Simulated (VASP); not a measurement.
Input of a VASP 6.6.1 run:

File INCAR:

```
SYSTEM = CoO
PREC = Accurate
ENCUT = 520
EDIFF = 1E-6
ISMEAR = -1
SIGMA = 0.05
LREAL = .False.
LASPH = .True.
NELM = 150
ALGO = Normal
ISIF = 2
LWAVE = .False.
LCHARG = .True.
ISPIN = 2
MAGMOM = 3 0
LORBIT = 11
NUPDOWN = 3.0
LMAXMIX = 4
GGA = PS
LELF = .True.
LVHAR = .True.
NBANDS = 18
```

Contents of KPOINTS:

```
Automatic mesh
0
Gamma
  9 9 9
  0 0 0
```

POSCAR

```
CoO
1.0
    1.5054695445      0.8691832468      2.4399269062
   -1.5054695445      0.8691832468      2.4399269062
    0.0000000000     -1.7383664936      2.4399269062
Co O
1 1
Direct
    0.0000000000      0.0000000000      0.0000000000
    0.5000000000      0.5000000000      0.5000000000
```

Potentials or basis: VASP PAW PBE potentials, release 64 (Co, O).

Launch:

```sh
$ cat potpaw_PBE.64/Co/POTCAR potpaw_PBE.64/O/POTCAR > POTCAR
$ mpirun -np 1 vasp_std > vasp.out
```

(1) Estimate the pressure.

## Answers

(1) -9.1 GPa.

Caveat: the cell stands under tension; the PAW data sets were made with another functional, which shifts forces and pressure a little; the total moment is fixed, so each spin has its own Fermi level; a cell with one magnetic atom can't hold antiferromagnetic order, which such compounds often take.
